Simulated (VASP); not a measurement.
# Pt (P6_3/mmc) in VASP: notebook

The runs below take Pt through single point, with PBE.

Program: VASP 6.6.1. These are calculated values, not measurements. Logs are shortened: lines on timing, memory, paths and dates and some standing lists are left out, and cuts for length are marked.

**1. The cell of the first run**

The structure is hexagonal, space group P6_3/mmc (No. 194). The conventional cell has a = 2.565 Å, b = 2.565 Å, c = 4.781 Å, α = 90.00°, β = 90.00°, γ = 120.00°. Within 3.4 Å of Pt (site symmetry -6m2) lie 12 Pt at 2.57 to 2.81 Å.

**2. Single point, PBE**

Contents of INCAR:

```
  PREC = Accurate
  ENCUT = 520
  EDIFF = 1E-7
  ISMEAR = 0
  SIGMA = 0.15
  LREAL = F
  LASPH = T
  NELM = 100
  ALGO = Normal
  ISIF = 2
  LWAVE = F
  LCHARG = F
  GGA = PE
  NBANDS = 17
```

Contents of KPOINTS:

```
regular mesh
0
Gamma
  18 18 10
```

Contents of POSCAR:

```
Pt
1.0
    2.5654000000      0.0000000000      0.0000000000
   -1.2827000000      2.2217015709      0.0000000000
    0.0000000000      0.0000000000      4.7813829983
Pt
2
Direct
    0.6666666667      0.3333333333      0.7500000000
    0.3333333333      0.6666666667      0.2500000000
```

Potentials or basis: VASP PAW PBE potentials, release 64 (Pt).

Started as:

```
$ cat potpaw_PBE.64/Pt/POTCAR > POTCAR
$ mpirun -np 1 vasp_std > vasp.out
```

OUTCAR:

```text
PREC = Accurate
   ENCUT = 520
   EDIFF = 1E-7
   ISMEAR = 0
   LREAL = F
   LASPH = T
   NELM = 100
   ISIF = 2
   GGA = PE

 ion  position               nearest neighbor table
   1  0.667  0.333  0.750-   2 2.81   2 2.81   2 2.81   2 2.81   2 2.81   2 2.81
   2  0.333  0.667  0.250-   1 2.81   1 2.81   1 2.81   1 2.81   1 2.81   1 2.81

  LATTYP: Found a hexagonal cell.
 ALAT       =     2.5654000000
 C/A-ratio  =     1.8637962884

  Lattice vectors:

 A1 = (   2.5654000000,   0.0000000000,   0.0000000000)
 A2 = (  -1.2827000000,   2.2217015709,   0.0000000000)
 A3 = (   0.0000000000,   0.0000000000,   4.7813829983)

Analysis of symmetry for initial positions (statically):
=====================================================================
 Subroutine PRICEL returns:
 Original cell was already a primitive cell.

 Routine SETGRP: Setting up the symmetry group for a
 hexagonal supercell.

 Subroutine GETGRP returns: Found 24 space group operations
 (whereof 12 operations were pure point group operations)
 out of a pool of 24 trial point group operations.

The static configuration has the point symmetry D_3d.
 The point group associated with its full space group is D_6h.

Analysis of symmetry for dynamics (positions and initial velocities):
=====================================================================
 Subroutine PRICEL returns:
 Original cell was already a primitive cell.

 Routine SETGRP: Setting up the symmetry group for a
 hexagonal supercell.

 Subroutine GETGRP returns: Found 24 space group operations
 (whereof 12 operations were pure point group operations)
 out of a pool of 24 trial point group operations.

The dynamic configuration has the point symmetry D_3d.
 The point group associated with its full space group is D_6h.

 Subroutine INISYM returns: Found 24 space group operations
 (whereof 12 operations are pure point group operations),
 and found     1 'primitive' translations

----------------------------------------------------------------------------------------

                                     Primitive cell

  volume of cell :      27.2517

  direct lattice vectors                    reciprocal lattice vectors
     2.565400000  0.000000000  0.000000000     0.389802760  0.225052728  0.000000000
    -1.282700000  2.221701571  0.000000000     0.000000000  0.450105457  0.000000000
     0.000000000  0.000000000  4.781382998     0.000000000  0.000000000  0.209144509

  length of vectors
     2.565400000  2.565400000  4.781382998     0.450105457  0.450105457  0.209144509

  position of ions in fractional coordinates (direct lattice)
     0.666666667  0.333333333  0.750000000
     0.333333333  0.666666667  0.250000000

  ion indices of the primitive-cell ions
   primitive index   ion index
                 1           1
                 2           2

----------------------------------------------------------------------------------------

 KPOINTS: regular mesh

Automatic generation of k-mesh.
 Grid dimensions read from file:
 generate k-points for:   18   18   10

 Generating k-lattice:

  Cartesian coordinates                     Fractional coordinates (reciprocal lattice)
     0.021655709  0.012502929  0.000000000     0.055555556 -0.000000000  0.000000000
     0.000000000  0.025005859  0.000000000     0.000000000  0.055555556  0.000000000
     0.000000000  0.000000000  0.020914451     0.000000000  0.000000000  0.100000000

  Length of vectors
     0.025005859  0.025005859  0.020914451

  Shift w.r.t. Gamma in fractional coordinates (k-lattice)
     0.000000000  0.000000000  0.000000000

 Subroutine IBZKPT returns following result:
 ===========================================

 Found    222 irreducible k-points:

 Following reciprocal coordinates:
            Coordinates               Weight
  0.000000  0.000000  0.000000      1.000000
  0.055556  0.000000  0.000000      6.000000
  0.111111  0.000000  0.000000      6.000000
  0.166667  0.000000  0.000000      6.000000
  0.222222  0.000000  0.000000      6.000000
  0.277778  0.000000  0.000000      6.000000
[... 16 lines left out ...]
  0.333333  0.111111  0.000000     12.000000
  0.388889  0.111111  0.000000     12.000000
 [... further k-points ...]
   k-points           NKPTS =    222   k-points in BZ     NKDIM =    222   number of bands    NBANDS=     17
   number of dos      NEDOS =    301   number of ions     NIONS =      2
   total plane-waves  NPLWV =  14400
   dimension x,y,z NGX =    20 NGY =   20 NGZ =   36
   dimension x,y,z NGXF=    40 NGYF=   40 NGZF=   72
   ions per type =               2
   NGX,Y,Z   is equivalent  to a cutoff of  12.96, 12.96, 12.52 a.u.
   NGXF,Y,Z  is equivalent  to a cutoff of  25.92, 25.92, 25.03 a.u.
 SYSTEM =  unknown system
   PREC   = accura    normal or accurate (medium, high low for compatibility)
   ISTART =      0    job   : 0-new  1-cont  2-samecut
   ICHARG =      2    charge: 1-file 2-atom 10-const
   ISPIN  =      1    spin polarized calculation?
   LNONCOLLINEAR =      F non collinear calculations
   LSORBIT =      F    spin-orbit coupling
   LASPH  =      T    aspherical Exc in radial PAW
   ENCUT  =  520.0 eV  38.22 Ry    6.18 a.u.   4.77  4.77  8.89*2*pi/ulx,y,z
   NELM   =    100;   NELMIN=  2; NELMDL= -5     # of ELM steps
   EDIFF  = 0.1E-06   stopping-criterion for ELM
   LREAL  =      F    real-space projection
   EDIFFG = 0.1E-05   stopping-criterion for IOM
   NSW    =      0    number of steps for IOM
   IBRION =     -1    ionic relax: 0-MD 1-quasi-New 2-CG
   NFREE  =      0    steps in history (QN), initial steepest desc. (CG)
   ISIF   =      2    stress and relaxation
   ISYM   =      2    0-nonsym 1-usesym 2-fastsym
   POTIM  = 0.5000    time-step for ionic-motion
   TEBEG  =    0.0;   TEEND  =   0.0 temperature during run
   PSTRESS=    0.0 pullay stress
   NELECT =      20.0000    total number of electrons
   NUPDOWN=      -1.0000    fix difference up-down
   EMIN   =  10.00;   EMAX   =-10.00  energy-range for DOS
   EFERMI =   0.00;   METHOD = LEGACY
   ISMEAR =     0;   SIGMA  =   0.15  broadening in eV -4-tet -1-fermi 0-gaus
   EFERMI_NEDOS =   21; number of points for ismear=-14 and -15
   IALGO  =     38    algorithm
   IMIX   =      4    mixing-type and parameters
     AMIX     =   0.40;   BMIX     =  1.00
     AMIX_MAG =   1.60;   BMIX_MAG =  1.00
  volume/ion in A,a.u.               =      13.63        91.95
  Fermi-wavevector in a.u.,A,eV,Ry     =   1.476681  2.790523 29.668688  2.180587
  Thomas-Fermi vector in A             =   2.591178
   LORBIT       =      0    0 simple, 1 ext, 2 COOP (PROOUT), +10 PAW based schemes
   GGA     = PE    functional components
   LHFCALC =     F    Hartree Fock is set to
   AEXX    =    0.0000 exact exchange contribution
   IVDW    =     0    specifies the selected vdW correction
   LEPSILON=     F    determine dielectric tensor
   LRPA    =     F    only Hartree local field effects (RPA)
 non-spin polarized calculation
 Gauss-broadening in eV      SIGMA  =   0.15
  energy-cutoff  :      520.00
  volume of cell :       27.25
 maximum number of plane-waves:       750
 NGX is ok and might be reduce to    20
   NGX =  9   NGY =  9   NGZ = 17

 number of electron      20.0000002 magnetization

 Free energy of the ion-electron system (eV)
  ---------------------------------------------------
  ext. energy  EPLUGINS =         0.00000000
  ---------------------------------------------------
  free energy    TOTEN  =       -11.31344474 eV

  energy without entropy =      -11.28902369  energy(sigma->0) =      -11.30123422

 E-fermi :  13.2481     XC(G=0): -14.0848

 val. band max:       13.2425144789   @ k =   0.3889   0.0556   0.5000
 cond. band min:      13.2552469989   @ k =   0.2778   0.2222   0.0000
 fundamental gap:      0.0127325200
 Fermi energy:        13.2481300875

 k-point     1 :       0.0000    0.0000    0.0000
  band No.  band energies     occupation
      1       1.9079      2.00000
      2       4.3494      2.00000
      3       7.7012      2.00000
      4       8.8838      2.00000
      5       8.8838      2.00000
      6       9.2260      2.00000
[... 9 lines left out ...]
     16      30.2911      0.00000
     17      36.7639      0.00000

 k-point     2 :       0.0556    0.0000    0.0000
  band No.  band energies     occupation
      1       2.0489      2.00000
      2       4.4899      2.00000
      3       7.7497      2.00000
      4       8.8086      2.00000
      5       9.0002      2.00000
      6       9.1397      2.00000
[... 9 lines left out ...]
     16      30.5582      0.00000
     17      35.3818      0.00000

 k-point     3 :       0.1111    0.0000    0.0000
  band No.  band energies     occupation
      1       2.4577      2.00000
      2       4.8851      2.00000
      3       7.8414      2.00000
      4       8.6464      2.00000
      5       8.9487      2.00000
      6       9.3443      2.00000
[... 9 lines left out ...]
     16      31.2634      0.00000
     17      33.6969      0.00000

 k-point     4 :       0.1667    0.0000    0.0000
  band No.  band energies     occupation
      1       3.0884      2.00000
      2       5.4280      2.00000
      3       7.8395      2.00000
      4       8.4094      2.00000
      5       8.8961      2.00000
      6       9.0128      2.00000
[... 9 lines left out ...]
     16      31.9502      0.00000
     17      32.3994      0.00000

 k-point     5 :       0.2222    0.0000    0.0000
  band No.  band energies     occupation
      1       3.8463      2.00000
      2       5.8355      2.00000
      3       7.9436      2.00000
      4       8.0702      2.00000
      5       8.1242      2.00000
      6       9.5461      2.00000
[... 9 lines left out ...]
     16      32.1701      0.00000
     17      32.1984      0.00000

 k-point     6 :       0.2778    0.0000    0.0000
  band No.  band energies     occupation
      1       4.5593      2.00000
      2       5.8250      2.00000
      3       7.3694      2.00000
      4       7.9699      2.00000
      5       8.5307      2.00000
      6       9.6410      2.00000
[... 9 lines left out ...]
     16      30.6896      0.00000
     17      32.5080      0.00000

 k-point     7 :       0.3333    0.0000    0.0000
  band No.  band energies     occupation
      1       5.0033      2.00000
      2       5.5892      2.00000
      3       6.8092      2.00000
      4       8.1678      2.00000
      5       9.2085      2.00000
      6       9.3047      2.00000
[... 9 lines left out ...]
     16      29.2825      0.00000
     17      31.0653      0.00000

 k-point     8 :       0.3889    0.0000    0.0000
  band No.  band energies     occupation
      1       5.1095      2.00000
      2       5.3722      2.00000
      3       6.4011      2.00000
      4       8.6615      2.00000
      5       8.8778      2.00000
      6       9.9364      2.00000
[... 9 lines left out ...]
     16      28.0578      0.00000
     17      28.2388      0.00000
[... 203 lines left out ...]
      1       3.4607      2.00000
      2       5.7892      2.00000
      3       7.6647      2.00000
      4       8.4411      2.00000
      5       8.5582      2.00000
      6       8.7664      2.00000
[... 9 lines left out ...]
     16      30.8812      0.00000
     17      31.6169      0.00000

 k-point    20 :       0.1667    0.1111    0.0000
  band No.  band energies     occupation
      1       4.2229      2.00000
      2       6.3017      2.00000
      3       7.5064      2.00000
      4       7.8994      2.00000
      5       8.1776      2.00000
      6       9.1703      2.00000
[... 9 lines left out ...]
     16      30.3536      0.00000
     17      31.5306      0.00000

 k-point    21 :       0.2222    0.1111    0.0000
  band No.  band energies     occupation
      1       4.9860      2.00000
      2       6.3163      2.00000
      3       7.3152      2.00000
      4       7.7600      2.00000
      5       8.1925      2.00000
      6       9.3052      2.00000
[... 9 lines left out ...]
     16      29.4233      0.00000
     17      32.2178      0.00000

 k-point    22 :       0.2778    0.1111    0.0000
  band No.  band energies     occupation
      1       5.4992      2.00000
      2       6.0398      2.00000
      3       6.8370      2.00000
      4       8.0628      2.00000
      5       8.8134      2.00000
      6       8.9998      2.00000
[... 9 lines left out ...]
     16      28.5960      0.00000
     17      31.2145      0.00000

 k-point    23 :       0.3333    0.1111    0.0000
  band No.  band energies     occupation
      1       5.6176      2.00000
      2       5.8158      2.00000
      3       6.4840      2.00000
      4       8.6123      2.00000
      5       8.7906      2.00000
      6       9.4476      2.00000
[... 9 lines left out ...]
     16      27.9181      0.00000
     17      28.9080      0.00000

 k-point    24 :       0.3889    0.1111    0.0000
  band No.  band energies     occupation
      1       5.5119      2.00000
      2       5.7381      2.00000
      3       6.2678      2.00000
      4       8.6734      2.00000
      5       9.2047      2.00000
      6       9.6084      2.00000
[... 9 lines left out ...]
     16      27.1267      0.00000
     17      27.4220      0.00000

 [... further k-points ...]
[... 5 lines left out ...]
  --------------------------------------------------------------------------------------
  -------------------------------------------------------------------------------------
  Total       12.2068833     12.2068833      5.0204677     -0.0000000     -0.0000000      0.0000000
  in kB      717.6637844    717.6637844    295.1619811     -0.0000000     -0.0000000      0.0000000
  external PRESSURE =     576.8298499 kB  Pullay stress =       0.0000000 kB

 VOLUME and BASIS-vectors are now :
 -----------------------------------------------------------------------------
  energy-cutoff  :      520.00
  volume of cell :       27.25
      direct lattice vectors                 reciprocal lattice vectors
     2.565400000  0.000000000  0.000000000     0.389802760  0.225052728  0.000000000
    -1.282700000  2.221701571  0.000000000     0.000000000  0.450105457  0.000000000
     0.000000000  0.000000000  4.781382998     0.000000000  0.000000000  0.209144509

 POSITION                                       TOTAL-FORCE (eV/Angst)
 -----------------------------------------------------------------------------------
      1.28270      0.74057      3.58604         0.000000      0.000000      0.000000
     -0.00000      1.48113      1.19535        -0.000000     -0.000000      0.000000
 -----------------------------------------------------------------------------------
    total drift:                               -0.000000      0.000000     -0.000000

  FREE ENERGIE OF THE ION-ELECTRON SYSTEM (eV)
  ---------------------------------------------------
  free  energy   TOTEN  =       -11.3134447432 eV

  energy  without entropy=      -11.2890236913  energy(sigma->0) =      -11.30123422
```

Run time: 33 s. Hardware: 1 thread of Intel Xeon 6975P-C (Granite Rapids), shared host; peak memory 0.21 GiB.

What came out:

* Free energy: -11.3134 eV
* Pressure: 57.7 GPa
* Band gap on the k mesh: zero (band 10 reaches 14.31 eV, above the bottom of band 11 at 12.40 eV)

Caveat: spin-orbit coupling is left out, which moves the levels of the heavy elements.

**3. Single point, PBE**

This run uses another cell than the first one, of 15.04 Å³/atom, 1.104 times its volume.

Contents of INCAR:

```
PREC = Accurate
ENCUT = 520
EDIFF = 1E-6
ISMEAR = 0
SIGMA = 0.15
LREAL = False
LASPH = True
NELM = 100
ALGO = Normal
ISIF = 2
LWAVE = False
LCHARG = False
GGA = PE
NBANDS = 17
```

Contents of KPOINTS:

```
Automatic mesh
0
Gamma
  18 18 10
```

Contents of POSCAR:

```
Pt
1.0
    2.6620000000      0.0000000000      0.0000000000
   -1.3310000000      2.3053596249      0.0000000000
    0.0000000000      0.0000000000      4.9009000000
Pt
2
Direct
    0.6666666667      0.3333333333      0.7500000000
    0.3333333333      0.6666666667      0.2500000000
```

Potentials or basis: VASP PAW PBE potentials, release 64 (Pt).

Started as:

```
$ cat potpaw_PBE.64/Pt/POTCAR > POTCAR
$ mpirun -np 1 vasp_std > vasp.out
```

Wall time 35 s (1 thread of Intel Xeon Platinum 8481C at 2.70GHz (Sapphire Rapids), shared host); peak memory 0.22 GiB.

Results (log left out):

* Free energy: -11.9692 eV
* Pressure: 15.5 GPa
* Band gap on the k mesh: zero (band 10 reaches 12.06 eV, above the bottom of band 11 at 10.53 eV)

Stress tensor (GPa, compression positive):
```
22.01  0.00  0.00
 0.00 22.01  0.00
 0.00  0.00  2.51
```

Levels at points of the mesh, in eV from the Fermi level:
```csv
k point,band 6,band 7,band 8,band 9,band 10,band 11,band 12,band 13,band 14,band 15
"(0.00, 0.00, 0.00)",-3.42,-3.42,-1.51,-1.51,-1.30,-0.16,-0.16,4.26,14.70,15.37
"(0.50, 0.00, 0.00)",-2.94,-2.54,-0.14,0.65,0.80,2.47,4.10,7.59,8.67,9.96
"(0.00, 0.00, 0.50)",-3.68,-3.68,-3.68,-0.71,-0.71,-0.71,-0.71,11.01,11.01,15.80
"(0.50, 0.00, 0.50)",-1.73,-0.94,-0.94,0.74,0.74,1.72,1.72,7.19,7.19,13.64
```

Caveat: spin-orbit coupling is left out, which moves the levels of the heavy elements.
